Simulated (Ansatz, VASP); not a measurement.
**One calculation of Sr, two programs**

File POSCAR:

```
Sr
1.0
   -2.4220675953      2.4220675953      2.4220675953
    2.4220675953     -2.4220675953      2.4220675953
    2.4220675953      2.4220675953     -2.4220675953
Sr
1
Direct
    0.0000000000      0.0000000000      0.0000000000
```

File INCAR.step1:

```
PREC     = Accurate       # precision mode
ENCUT    = 440            # plane-wave cutoff, eV
ISMEAR   = -1             # smearing method
SIGMA    = 0.05           # smearing width, eV
LREAL    = False          # projectors in reciprocal space
LASPH    = True           # aspherical terms in the spheres
NELM     = 120            # most SCF steps
NBANDS   = 11             # bands
GGA      = PE             # functional
ALGO     = Normal         # electronic algorithm
EDIFF    = 1E-5           # SCF threshold, eV
LWAVE    = True           # write WAVECAR
LCHARG   = False          # write CHGCAR
GGA_COMPAT= False
```

INCAR.step2

```
PREC     = Accurate       # precision mode
ENCUT    = 440            # plane-wave cutoff, eV
EDIFF    = 1E-8           # SCF threshold, eV
ISMEAR   = -1             # smearing method
SIGMA    = 0.05           # smearing width, eV
LREAL    = False          # projectors in reciprocal space
LASPH    = True           # aspherical terms in the spheres
NELM     = 120            # most SCF steps
ALGO     = Normal         # electronic algorithm
ISIF     = 2              # what is computed and relaxed
LWAVE    = False          # write WAVECAR
LCHARG   = False          # write CHGCAR
METAGGA  = R2SCAN         # meta-GGA
LMIXTAU  = True         
LEFG     = True         
NBANDS   = 11             # bands
ISTART   = 1            
GGA_COMPAT= False
```

File KPOINTS:

```
Automatic mesh
0
Gamma
  10 10 10
```

Input for Ansatz:

```yaml
crystal:
  lattice:
    - [-2.4220675953, 2.4220675953, 2.4220675953]
    - [2.4220675953, -2.4220675953, 2.4220675953]
    - [2.4220675953, 2.4220675953, -2.4220675953]
  atoms:
    - { symbol: Sr, position: [0.0, 0.0, 0.0] }
kpoints:
  mp_grid: { grid: [10, 10, 10] }
scf:
  occupations: { method: fermi_dirac, width: 0.05 }
  algorithm: density_mixing
  eigensolver: { kind: davidson }
hamiltonian:
  xc: r2scan
  pseudopotentials: { kind: paw }
output:
  forces: true
  stress: true
  eigenvalues: true
  efg: { contact_densities: true }
  write_density: true
  write_potential: true
  elf: true
  volumetric_format: npy
basis:
  precision: f64
```

Alike in both runs: task electric field gradients; functional r2SCAN; k mesh 10 × 10 × 10; occupations fermi-dirac, width 0.05 eV; no spin polarisation.

```csv
,VASP,Ansatz
version,VASP 6.6.1,Ansatz 0.2.0
potentials or method,"VASP PAW PBE potentials, release 64 (Sr_sv)","PAW with Ansatz's default frozen-core files, scalar-relativistic"
plane-wave cutoff (eV),440,500
valence electrons in the cell,10,10
```

|  | VASP | Ansatz | Ansatz less VASP |
| --- | --- | --- | --- |
| gap on the k mesh at the Fermi level (eV) | none | none | - |
| pressure (GPa) | -0.2 | -0.2 | +0.02 |

VASP's potentials were made for PBE, not for r2SCAN. A gap of «none» marks a metal or a gap that the smearing closes. With one functional, cell and mesh, what is left measures potentials, basis and numerics.
